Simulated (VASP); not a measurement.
Wanted: the native input for a VASP 6.6.1 run.

| Property | Result |
| --- | --- |
| Task | single point |
| Functional | PBE |
| Potentials or basis | VASP PAW PBE potentials, release 64 (Ti_sv, O_h) |
| Cutoff | 1000 eV |
| k mesh | 9 × 9 × 1 |
| Occupations | gaussian, width 0.1 eV |
| Spin | no spin polarisation |
| Dipole correction | yes |
| Further INCAR settings | ALGO = Normal; EDIFF = 1e-06; NBANDS = 42; NELMDL = -8 |

The structure of Ti5O lies in POSCAR:

```
Ti5O
1.0
    2.9381632086      0.0000000000      0.0000000000
   -1.4690816043      2.5445239791      0.0000000000
    0.0000000000      0.0000000000     24.7117068140
Ti O
5 1
Direct
    0.6666666667      0.3333333333      0.1618666015
    0.3333333333      0.6666666667      0.2559609806
    0.6666666667      0.3333333333      0.3506708119
    0.3333333333      0.6666666667      0.4475655916
    0.6666666667      0.3333333333      0.5346335206
    0.6666666667      0.3333333333      0.5995883032
```

These files were run (other wordings do the same):

INCAR

```
  PREC = Accurate
  ENCUT = 1000
  EDIFF = 1E-6
  ISMEAR = 0
  SIGMA = 0.1
  LREAL = F
  LASPH = T
  NELM = 120
  ALGO = Normal
  ISIF = 2
  LWAVE = F
  LCHARG = F
  LDIPOL = T
  IDIPOL = 3
  DIPOL = 0.5 0.5 0.392
  GGA = PE
  NBANDS = 42
  GGA_COMPAT = F
  NELMDL = -8
```

KPOINTS

```
Automatic mesh
0
Gamma
  9 9 1
```

Potentials or basis: VASP PAW PBE potentials, release 64 (Ti_sv, O_h).

Command:

```sh
$ cat potpaw_PBE.64/Ti_sv/POTCAR potpaw_PBE.64/O_h/POTCAR > POTCAR
$ mpirun -np 1 vasp_std > vasp.out
```

Results of the run:

| Property | Result |
| --- | --- |
| Largest force | 1.468 eV/Å |
| Band gap on the k mesh | zero (bands 33 and 34 overlap by 0.91 eV) |

It took 12 min on 1 thread of AMD EPYC 7R43 64-Core Processor (Zen 3), on a shared host, peak memory 0.56 GiB.
